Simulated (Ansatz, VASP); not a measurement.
# One calculation of C, two programs

```
C
1.0
     2.49870    0.00000    0.00000
    -1.24935    2.16394    0.00000
     0.00000    0.00000    3.58842
C
2
Direct
  0.32394 0.64787 0.00000
  0.67606 0.35213 0.00000
```

Change from the starting cell: mode 6 frozen in at -0.040 Å, equal normal strain along x, y and z +0.0167.

Alike in both runs: task single point; functional PBEsol; dispersion D3(BJ); k mesh 21 × 21 × 12; occupations gaussian, width 0.15 eV; no spin polarisation.

|  | VASP | Ansatz |
| --- | --- | --- |
| version | VASP 6.6.1 | Ansatz 0.2.0 |
| potentials or method | VASP PAW PBE potentials, release 64 (C), cutoff 520 eV | scalar-relativistic, plane waves, PAW |
| valence electrons in the cell | 8 | 8 |

```csv
,VASP,Ansatz,Ansatz less VASP
gap on the k mesh at the Fermi level (eV),none,none,-
pressure (GPa),-9.7,-10.3,-0.59
"traceless stress, the component that is largest in VASP (GPa)",-9.93,-10.05,-0.119
rms of the force components (eV/Å),2.064,2.055,-0.0093
```

VASP's potentials were made for PBE, not for PBEsol, and Ansatz warns of the same on its side. Atom by atom the forces differ by 0.009 eV/Å (rms over components). A gap of «none» marks a metal or a gap that the smearing closes.
